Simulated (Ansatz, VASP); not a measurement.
**One calculation of Pd2PtS3, two programs**

```
Pd Pt S
1.0
    -2.40225    2.40225    4.61571
     2.40225   -2.40225    4.61571
     2.40225    2.40225   -4.61571
Pd Pt S
2 1 3
Direct
  0.75000 0.25000 0.50000
  0.25000 0.75000 0.50000
  0.50000 0.50000 0.00000
  0.50000 0.00000 0.50000
  0.00000 0.50000 0.50000
  0.00000 0.00000 0.00000
```

Alike in both runs: functional PBE; k mesh 12 × 12 × 12; occupations gaussian, width 0.1 eV; no spin polarisation.

Ansatz relaxed the structure, and its values are those at the end. VASP's run is a single point on that final structure, the one shown.

|  | VASP | Ansatz |
| --- | --- | --- |
| version | VASP 6.6.1 | Ansatz 0.2.0 |
| potentials or method | VASP PAW PBE potentials, release 64 (Pd, Pt, S), cutoff 520 eV | scalar-relativistic, plane waves, PAW |
| valence electrons in the cell | 48 | 72 |

VASP gave:

| Item | Value |
| --- | --- |
| gap on the k mesh at the Fermi level (eV) | none |
| pressure (GPa) | -0.1 |

Task: Which values does Ansatz return?

Result: gap on the k mesh at the Fermi level (eV): none; pressure (GPa): 0.0.

A gap of «none» marks a metal or a gap that the smearing closes. VASP's potentials hold 48 valence electrons a cell and Ansatz's 72, so a difference there can come from the potentials and not from the codes.

Spin-orbit coupling is off throughout.
